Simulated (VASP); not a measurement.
Runs of VASP 6.6.1 on V. The structure is that of space group Fm-3m (No. 225), or close to it. The cells are those of the table. This isn't the form of V at room conditions, which is bcc.

| spin | cell | k mesh | cutoff (eV) | pressure (GPa) | moment (μB) |
| --- | --- | --- | --- | --- | --- |
| collinear | a = 2.703 Å, angles 60.0°, 1 atom | 8 × 8 × 8 | 500 | (a) | 0.08 |
| non-collinear, typed start, SOC | a = 2.698 Å, angles 60.0°, 1 atom | 18 × 18 × 18 | 500 | 0.2 | 0.00 |
| non-collinear, typed start, SOC | a = 2.703 Å, angles 60.0°, 1 atom | 18 × 18 × 18 | 500 | -0.9 | 0.00 |
| non-collinear, typed start, SOC | a = 2.698 Å, angles 60.0°, 1 atom | 18 × 18 × 18 | 520 | 0.2 | 0.00 |

Alike in all rows: task single point; level PBE; potentials or basis VASP PAW PBE potentials, release 64 (V_sv); smearing gaussian 0.05 eV.

Q: Fill in the values left out.

A: (a) -0.3.

Caveats: a moment this small can come from the mesh or the smearing (at least some runs).
